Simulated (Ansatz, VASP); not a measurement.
One calculation of ZrAl3B3N, two programs

```
Zr Al B N
1.0
     4.53000    0.00000    0.00000
     0.00000    4.53000    0.00000
     0.00000    0.00000    4.53000
Zr Al B N
1 3 3 1
Direct
  0.00000 0.00000 0.00000
  0.50000 0.00000 0.50000
  0.50000 0.50000 0.00000
  0.00000 0.50000 0.50000
  0.50000 0.00000 0.00000
  0.00000 0.50000 0.00000
  0.00000 0.00000 0.50000
  0.50000 0.50000 0.50000
```

Alike in both runs: task relaxation of cell and atoms; functional PBE; k mesh 3 × 3 × 3; occupations gaussian, width 0.15 eV; no spin polarisation.

|  | VASP | Ansatz |
| --- | --- | --- |
| version | VASP 6.6.1 | Ansatz 0.2.0 |
| potentials or method | VASP PAW PBE potentials, release 64 (Zr_sv, Al, B, N), cutoff 600 eV | scalar-relativistic, plane waves, PAW |
| valence electrons in the cell | 35 | 35 |

VASP gave:

| Item | Value |
| --- | --- |
| gap on the k mesh at the Fermi level, each at its own relaxed structure (eV) | none |
| relaxed volume (Å³/atom) | 11.77 |
| relaxed length of the cell vector where the two differ most in proportion (Å) | 4.550 |

Problem. What did Ansatz give for the same quantities?

Solution. gap on the k mesh at the Fermi level, each at its own relaxed structure (eV): none; relaxed volume (Å³/atom): 11.76; relaxed length of the cell vector where the two differ most in proportion (Å): 4.548.

A gap of «none» marks a metal or a gap that the smearing closes.

The k mesh is coarse, so the values compare programs but aren't converged.
